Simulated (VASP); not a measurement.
Set up this calculation in VASP 6.6.1, as the native input.

```
Task                   : relaxation of cell and atoms
Functional             : PBEsol
Potentials or basis    : VASP PAW PBE potentials, release 64 (Pt, S)
Cutoff                 : 600 eV
k mesh                 : 12 × 12 × 8
Occupations            : gaussian, width 0.02 eV
Spin                   : no spin polarisation
Dipole correction      : no
Further INCAR settings : ALGO = Normal; EDIFF = 1e-07; IBRION = 2; EDIFFG = -0.005; NSW = 100; ISIF = 3
```

The structure of PtS2 lies in POSCAR:

```
PtS2
1.0
    3.5431995404      0.0000000000      0.0000000000
   -1.7715997703      3.0685008127      0.0000000000
    0.0000000000      0.0000000000      5.0388000919
Pt S
1 2
Direct
    0.0000000000      0.0000000000      0.0000000000
    0.3333333333      0.6666666667      0.2500000000
    0.6666666667      0.3333333333      0.7500000000
```

One way to write it, as run:

INCAR

```
SYSTEM = PtS2
PREC = Accurate ; ENCUT = 600
EDIFF = 1E-7 ; ISMEAR = 0
SIGMA = 0.02 ; LREAL = .FALSE.
LASPH = .TRUE. ; NELM = 60
ALGO = Normal ; ISIF = 3
LWAVE = .FALSE. ; LCHARG = .FALSE.
GGA = PS ; IBRION = 2
NSW = 100 ; EDIFFG = -0.005
```

KPOINTS

```
Automatic mesh
0
G
  12 12 8
  0 0 0
```

Potentials or basis: VASP PAW PBE potentials, release 64 (Pt, S).

Run with:

```bash
$ cat potpaw_PBE.64/Pt/POTCAR potpaw_PBE.64/S/POTCAR > POTCAR
$ mpirun -np 1 vasp_std > vasp.out
```

It gave:

The relaxed volume is 17.71 Å³/atom and the relaxed cell is a = 3.566 Å, b = 3.566 Å, c = 4.824 Å, α = 90.00°, β = 90.00°, γ = 120.00°. The space group after relaxing (to 0.1 Å) is P-3m1 (No. 164) and the energy gained by relaxing is 11.2 meV/atom. The ionic steps are 19 and the pressure after relaxing is 0.0 GPa. The band gap on the k mesh is 0.35 eV (least direct gap 0.69 eV).

Caveat: the PAW data sets were made with another functional, which shifts forces and pressure a little; spin-orbit coupling is left out, which moves the levels of the heavy elements.

It took 24 min on 1 thread of Oxide Virtual Turin-like Processor, with other jobs on the host, peak memory 0.26 GiB.
